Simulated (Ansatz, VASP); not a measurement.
**TePt2 in VASP and in Ansatz**

```xyz
6
Lattice="-2.7206 2.7206 4.0247 2.7206 -2.7206 4.0247 2.7206 2.7206 -4.0247" Properties=species:S:1:pos:R:3 pbc="T T T"
Te    0.0000    0.0000    2.0123
Te    0.0000    0.0000    6.0370
Pt    0.9679    3.6885    0.0000
Pt    1.7527    0.9679    0.0000
Pt    1.7527   -0.9679    4.0247
Pt    0.9679    1.7527    4.0247
```

Change from the starting cell: species swapped into the RhPb2 type (I4/mcm, No. 140).

Alike in both runs: functional PBE; k mesh 8 × 8 × 8; occupations gaussian, width 0.1 eV; no spin polarisation.

Ansatz relaxed the structure, and its values are those at the end. VASP's run is a single point on that final structure, the one shown.

|  | VASP | Ansatz |
| --- | --- | --- |
| version | VASP 6.6.1 | Ansatz 0.2.0 |
| potentials or method | VASP PAW PBE potentials, release 64 (Te, Pt), cutoff 520 eV | scalar-relativistic, plane waves, PAW |
| valence electrons in the cell | 52 | 104 |

VASP gave:

| Property | Result |
| --- | --- |
| gap on the k mesh at the Fermi level (eV) | none |
| pressure (GPa) | -0.3 |

Question: Which values does Ansatz return?

Answer: gap on the k mesh at the Fermi level (eV): none; pressure (GPa): 0.0.

A gap of «none» marks a metal or a gap that the smearing closes. VASP's potentials hold 52 valence electrons a cell and Ansatz's 104, so a difference there can come from the potentials and not from the codes.

Neither program's run includes spin-orbit coupling.
